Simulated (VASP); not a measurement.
# HC12 (a cell with a defect): single point with LDA

System: HC12 (a cell with a defect).

```xyz
13
Lattice="1.7657 -3.5315 -1.7657 3.5315 -1.7657 1.7657 -1.7657 -3.5315 1.7657" Properties=species:S:1:pos:R:3 pbc="T T T"
C     3.5315   -3.5315    1.7657
C     0.0000   -3.5315    1.7657
C     3.5315   -5.2972    0.0000
C     3.5315   -7.0630    1.7657
C     1.7657   -3.5315    0.0000
C     1.7657   -5.2972    1.7657
C     2.6486   -4.4144   -0.8829
C     2.6486   -6.1801    0.8829
C     4.4144   -4.4144    0.8829
C     0.8829   -4.4144    0.8829
C     2.6486   -2.6486    0.8829
C     2.6486   -4.4144    2.6486
H     2.2072   -6.9159   -0.8829
```

```
Program             : VASP 6.6.1
Task                : single point
Functional          : LDA
Potentials or basis : VASP PAW LDA potentials, release 64 (C, H)
Cutoff              : 520 eV
k mesh              : 6 × 6 × 6
Occupations         : gaussian, width 0.05 eV
Spin                : no spin polarisation
```

* Largest force: 9.666 eV/Å

Forces in eV/Å, atoms in the order of the input:
```
C    0.078  0.548 -0.418
C   -4.169  0.235  8.718
C    0.284  0.232 -0.150
C   -0.346 -0.217  0.354
C    1.530  0.641 -1.202
C   -0.155 -0.140  0.660
C   -0.392 -0.950 -0.063
C    0.242  0.425 -0.111
C   -0.066  0.080 -0.286
C    2.792 -5.289 -1.430
C   -0.118 -0.018  0.192
C   -1.496  1.426 -0.529
H    1.818  3.028 -5.734
```

Levels at points of the mesh, in eV from the Fermi level:
```tsv
k point	band 22	band 23	band 24	band 25	band 26	band 27
(0.00, 0.00, 0.00)	-0.51	-0.41	-0.31	3.57	5.00	5.15
(0.50, 0.00, 0.00)	-4.52	-2.59	-2.44	4.60	5.66	6.07
(0.50, 0.50, 0.00)	-4.48	-2.45	-2.33	3.73	5.97	6.31
(0.00, 0.50, 0.00)	-3.17	-2.29	-1.50	3.33	4.35	6.07
(0.00, 0.00, 0.50)	-2.50	-1.81	-1.79	5.40	6.59	6.61
(0.50, 0.00, 0.50)	-3.64	-3.16	-3.12	3.45	4.22	4.67
(0.50, 0.50, 0.50)	-3.62	-3.16	-3.16	3.09	4.39	4.93
(0.00, 0.50, 0.50)	-4.40	-4.24	-4.16	4.65	5.64	5.89
```

Wall time 3.4 min on 1 thread of Intel Xeon 8259CL, on a shared host, peak memory 0.28 GiB.

Caveat: the cell carries a net charge on a neutralising background, which shifts energy and pressure; the cell is charged against a uniform background, so pressure and absolute levels hang on convention.
